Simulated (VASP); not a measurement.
# Li: single point with PBE

Li:

```
Li
1.0
     3.01767    0.00000    0.00000
    -1.50884    2.61338    0.00000
     0.00000    0.00000    5.09300
Li
2
Direct
  0.33333 0.66667 0.25000
  0.66667 0.33333 0.75000
```

This cell differs from its parent crystal: equal xx and yy strain of -3 %.

```yaml
Program: VASP 6.6.1
Task: single point
Functional: PBE
Potentials_or_basis: VASP PAW PBE potentials, release 64 (Li_sv)
Cutoff: 520 eV
k_mesh: 15 × 15 × 8
Occupations: fermi-dirac, width 0.08 eV
Spin: no spin polarisation
Dipole_correction: no
Further_INCAR_settings: ALGO = Normal; EDIFF = 1e-06; NBANDS = 10
```

| Item | Value |
| --- | --- |
| Band gap on the k mesh | zero (bands 3 and 4 overlap by 4.77 eV) |

Levels at points of the mesh, in eV from the Fermi level:
```csv
k point,band 1,band 2,band 3,band 4,band 5,band 6
"(0.00, 0.00, 0.00)",-46.52,-46.51,-3.58,-0.20,2.69,12.92
"(0.00, 0.00, 0.50)",-46.52,-46.52,-2.51,-2.51,7.52,7.52
```

Run time: 54 s on 1 thread of Intel Xeon 8259CL (shared host), peak memory 0.17 GiB.

Caveat: the cell differs from its parent crystal (equal xx and yy strain of -3 %).
